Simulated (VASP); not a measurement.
Write the native input for VASP 6.6.1 that does the following.

| Quantity | Value |
| --- | --- |
| Task | electric field gradients |
| Functional | LDA |
| Potentials or basis | VASP PAW LDA potentials, release 64 (B, P) |
| Cutoff | 420 eV |
| k mesh | 15 × 15 × 15 |
| Occupations | fermi-dirac, width 0.05 eV |
| Spin | no spin polarisation |
| Dipole correction | no |
| Further INCAR settings | ALGO = Normal; EDIFF = 1e-08; NBANDS = 11 |

The structure of BP lies in POSCAR:

```
BP
1.0
    0.0000000000      2.2690000000      2.3143800000
    2.2690000000      0.0000000000      2.3143800000
    2.2690000000      2.2690000000      0.0000000000
B P
1 1
Direct
    0.0000000000      0.0000000000      0.0000000000
    0.7500000000      0.7500000000      0.7500000000
```

This cell differs from its parent crystal: zz strain of +2 %.

These files were run (other wordings do the same):

INCAR

```
ALGO = Normal
EDIFF = 1E-8
ENCUT = 420
GGA_COMPAT = F
ISIF = 2
ISMEAR = -1
LASPH = T
LCHARG = F
LEFG = T
LREAL = F
LWAVE = F
NBANDS = 11
NELM = 120
PREC = Accurate
SIGMA = 0.05
```

KPOINTS

```
k-points
0
Gamma
  15 15 15
```

Potentials or basis: VASP PAW LDA potentials, release 64 (B, P).

Launch:

```bash
$ cat potpaw_LDA.64/B/POTCAR potpaw_LDA.64/P/POTCAR > POTCAR
$ mpirun -np 1 vasp_std > vasp.out
```

Results of the run:

```json
{
 "Pressure": "-8.2 GPa",
 "Band gap on the k mesh": "1.06 eV (least direct gap 3.25 eV)",
 "Largest electric field gradient by atom": "B +0.1; P +1.1 V/Å²"
}
```

Caveat: the cell differs from its parent crystal (zz strain of +2 %); the cell stands under tension; without QUAD_EFG the Cq values of the log hold for a quadrupole moment of 1 mb, not for the nuclei; an odd mesh through Γ misses points on the zone boundary, where band edges can lie.

Wall time 41 s on 1 thread of Intel(R) Xeon(R) Platinum 8488C (Sapphire Rapids) (shared host), peak memory 0.16 GiB.
